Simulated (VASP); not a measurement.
Crystal: TiO2.

```
CELL_PARAMETERS angstrom
4.59984 0.00000 0.00000
0.00000 4.59984 0.00000
0.00000 0.00000 2.95921
ATOMIC_POSITIONS crystal
Ti 0.00000 0.00000 0.50000
Ti 0.50000 0.50000 0.00000
O 0.30432 0.30432 0.50000
O 0.19568 0.80432 0.00000
O 0.80432 0.19568 0.00000
O 0.69568 0.69568 0.50000
```

Base run:

```yaml
Program: VASP 6.6.1
Functional: BLYP
Potentials_or_basis: VASP PAW PBE potentials, release 64 (Ti_sv, O)
Cutoff: 520 eV
k_mesh: 6 × 6 × 9
Occupations: fermi-dirac, width 0.05 eV
Spin: no spin polarisation
```

Its results: band gap on the k mesh 1.83 eV, direct; pressure 10.9 GPa; largest force 0.101 eV/Å.

Problem. The run is repeated on the same cell with these changes: functional from BLYP to RPBE. What comes out?

Solution. Band gap on the k mesh 1.88 eV, direct; pressure 10.0 GPa; largest force 0.050 eV/Å.

Caveats: the PAW data sets were made with another functional, which shifts forces and pressure a little.

A k mesh can miss the band edges.
